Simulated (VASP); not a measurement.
Here is a VASP 6.6.1 calculation.

Contents of INCAR:

```
SYSTEM = Co
PREC = Accurate
ENCUT = 600
EDIFF = 1E-6
ISMEAR = 0
SIGMA = 0.1
LREAL = .FALSE.
LASPH = .TRUE.
NELM = 200
ALGO = Normal
ISIF = 2
LWAVE = .FALSE.
LCHARG = .FALSE.
ISPIN = 2
MAGMOM = 1.69 1.69
LORBIT = 11
LMAXMIX = 4
GGA = CA
NBANDS = 20
GGA_COMPAT = .FALSE.
```

Contents of KPOINTS:

```
Automatic mesh
0
G
  21 21 12
  0 0 0
```

Contents of POSCAR:

```
Co
1.0
    2.4287596716      0.0000000000      0.0000000000
   -1.2143798358      2.1033675753      0.0000000000
    0.0000000000      0.0000000000      3.9177514987
Co
2
Direct
    0.6666666667      0.3333333333      0.2500065292
    0.3333333333      0.6666666667      0.7499934708
```

Potentials or basis: VASP PAW LDA potentials, release 64 (Co).

Command:

```console
$ cat potpaw_LDA.64/Co/POTCAR > POTCAR
$ mpirun -np 1 vasp_std > vasp.out
```

(1) What does it give for the pressure?

(2) Predict the site moments.

Results:

(1) -1.1 GPa.

(2) Co +1.49 μB.
